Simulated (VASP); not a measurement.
**BN: single point with LDA**

BN:

```
B N
1.0
     2.57967    0.00000    0.00000
    -1.28984    2.15498    0.00000
     0.00000    0.00000    7.20975
B N
2 2
Direct
  0.33973 0.67947 0.25000
  0.66027 0.32053 0.75000
  0.32473 0.64947 0.75000
  0.67527 0.35053 0.25000
```

This cell differs from its parent crystal: normal strain along x +0.0367, normal strain along z +0.1100.

```
Program                : VASP 6.6.1
Task                   : single point
Functional             : LDA
Potentials or basis    : VASP PAW LDA potentials, release 64 (B, N)
Cutoff                 : 520 eV
k mesh                 : 12 × 12 × 4
Occupations            : gaussian, width 0.05 eV
Spin                   : no spin polarisation
Dipole correction      : no
Further INCAR settings : ALGO = Normal; EDIFF = 1e-07; NBANDS = 16
```

- Pressure: -11.4 GPa
- Largest force: 0.010 eV/Å
- Band gap on the k mesh: 4.10 eV (least direct gap 4.44 eV)

Forces on the atoms (eV/Å):
```
B    0.000 -0.010  0.000
B    0.000  0.010  0.000
N    0.000 -0.010  0.000
N    0.000  0.010  0.000
```

Stress tensor (GPa, compression positive):
```
-26.97   0.00   0.00
  0.00  -5.66   0.00
  0.00   0.00  -1.56
```

Levels at points of the mesh, in eV from the valence-band top:
| k point | band 4 | band 5 | band 6 | band 7 | band 8 | band 9 | band 10 | band 11 | band 12 | band 13 |
| --- | --- | --- | --- | --- | --- | --- | --- | --- | --- | --- |
| (0.00, 0.00, 0.00) | -4.34 | -1.55 | -1.53 | -1.21 | -1.20 | 4.48 | 8.95 | 10.70 | 10.93 | 11.00 |
| (0.50, 0.00, 0.00) | -8.74 | -3.89 | -3.86 | -1.32 | -0.65 | 4.10 | 5.07 | 9.34 | 9.98 | 11.74 |
| (0.00, 0.50, 0.00) | -8.57 | -4.48 | -4.45 | -1.05 | -0.37 | 4.25 | 5.28 | 8.56 | 8.86 | 12.03 |
| (0.00, 0.00, 0.50) | -5.16 | -1.54 | -1.54 | -1.20 | -1.20 | 6.43 | 6.43 | 10.96 | 10.96 | 11.18 |
| (0.50, 0.00, 0.50) | -8.76 | -3.88 | -3.88 | -0.98 | -0.98 | 4.45 | 4.45 | 9.82 | 9.82 | 12.55 |
| (0.00, 0.50, 0.50) | -8.60 | -4.47 | -4.47 | -0.71 | -0.71 | 4.65 | 4.65 | 8.80 | 8.80 | 12.71 |

Run time: 36 s on 1 thread of Intel(R) Xeon(R) 6975P-C (Granite Rapids), with other jobs on the host, peak memory 0.18 GiB.

Caveat: the cell differs from its parent crystal (normal strain along x +0.0367, normal strain along z +0.1100); the cell stands under tension. A k mesh can miss the band edges.
